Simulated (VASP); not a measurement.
Ag: single point with PBEsol

Crystal: Ag.

```xyz
4
Lattice="-2.8671 0.0000 0.0000 0.0000 0.0000 -4.6907 0.0000 -4.9659 0.0000" Properties=species:S:1:pos:R:3 pbc="T T T"
Ag   -1.4335   -0.8276   -3.7055
Ag    0.0000   -3.3106   -3.3305
Ag    0.0000   -1.6553   -1.3602
Ag   -1.4335   -4.1382   -0.9852
```

This cell differs from its parent crystal: atoms displaced along a vibrational mode.

```json
{
  "Program": "VASP 6.6.1",
  "Task": "single point",
  "Functional": "PBEsol",
  "Potentials or basis": "VASP PAW PBE potentials, release 64 (Ag)",
  "Cutoff": "500 eV",
  "k mesh": "20 × 14 × 12",
  "Occupations": "gaussian, width 0.15 eV",
  "Spin": "no spin polarisation",
  "Dipole correction": "no",
  "Further INCAR settings": "ALGO = Normal; EDIFF = 1e-06; NBANDS = 30"
}
```

| Quantity | Value |
| --- | --- |
| Pressure | 2.5 GPa |
| Largest force | 0.979 eV/Å |
| Band gap on the k mesh | zero (bands 22 and 23 overlap by 4.85 eV) |

Forces in eV/Å, atoms in the order of the input:
```
Ag   0.000 -0.525  0.826
Ag   0.000 -0.525 -0.826
Ag   0.000  0.525  0.826
Ag   0.000  0.525 -0.826
```

Stress tensor (GPa, compression positive):
```
-0.59  0.00  0.00
 0.00  2.67  0.00
 0.00  0.00  5.31
```

Levels at points of the mesh, in eV from the Fermi level:
| k point | band 19 | band 20 | band 21 | band 22 | band 23 | band 24 | band 25 | band 26 |
| --- | --- | --- | --- | --- | --- | --- | --- | --- |
| (0.00, 0.00, 0.00) | -2.91 | -2.82 | -2.81 | -0.84 | 0.57 | 1.54 | 3.25 | 7.26 |
| (0.50, 0.00, 0.00) | -2.68 | -2.68 | -0.57 | -0.57 | 5.48 | 5.48 | 6.07 | 6.07 |
| (0.00, 0.50, 0.00) | -3.03 | -3.03 | -2.94 | -2.94 | 0.78 | 0.78 | 4.68 | 4.68 |
| (0.50, 0.50, 0.00) | -2.81 | -2.81 | 0.58 | 0.58 | 1.39 | 1.39 | 7.51 | 7.51 |
| (0.00, 0.00, 0.50) | -3.45 | -3.45 | -2.96 | -2.96 | 2.36 | 2.36 | 4.69 | 4.69 |
| (0.50, 0.00, 0.50) | -2.81 | -2.81 | 0.07 | 0.07 | 1.61 | 1.61 | 7.13 | 7.13 |
| (0.00, 0.50, 0.50) | -3.14 | -3.14 | -2.57 | -2.57 | -2.06 | -2.06 | 10.36 | 10.36 |
| (0.50, 0.50, 0.50) | -2.72 | -2.72 | 0.52 | 0.52 | 1.00 | 1.00 | 4.44 | 4.44 |

Run time: 7.8 min on 1 thread of Intel(R) Xeon(R) Platinum 8488C (Sapphire Rapids), with other jobs on the host, peak memory 0.83 GiB.

Caveat: the cell differs from its parent crystal (atoms displaced along a vibrational mode); the stress differs along the axes, from -1 to 5 GPa; the PAW data sets were made with another functional, which shifts forces and pressure a little.
